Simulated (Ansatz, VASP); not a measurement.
## One calculation of Yb, two programs

```
CELL_PARAMETERS angstrom
0.00000 2.64339 2.85566
2.64339 0.00000 2.85566
2.64339 2.64339 0.00000
ATOMIC_POSITIONS crystal
Yb 0.00000 0.00000 0.00000
```

Alike in both runs: task single point; functional PBE; k mesh 16 × 16 × 16; occupations gaussian, width 0.15 eV; no spin polarisation.

|  | VASP | Ansatz |
| --- | --- | --- |
| version | VASP 6.6.1 | Ansatz 0.2.0 |
| potentials or method | VASP PAW PBE potentials, release 64 (Yb), cutoff 520 eV | scalar-relativistic, plane waves, PAW |
| valence electrons in the cell | 24 | 24 |

```csv
,VASP,Ansatz,Ansatz less VASP
gap on the k mesh at the Fermi level (eV),none,none,-
pressure (GPa),-2.0,-1.8,+0.27
"traceless stress, the component that is largest in VASP (GPa)",-0.65,-0.65,+0.001
```

A gap of «none» marks a metal or a gap that the smearing closes.

Neither program's run includes spin-orbit coupling.
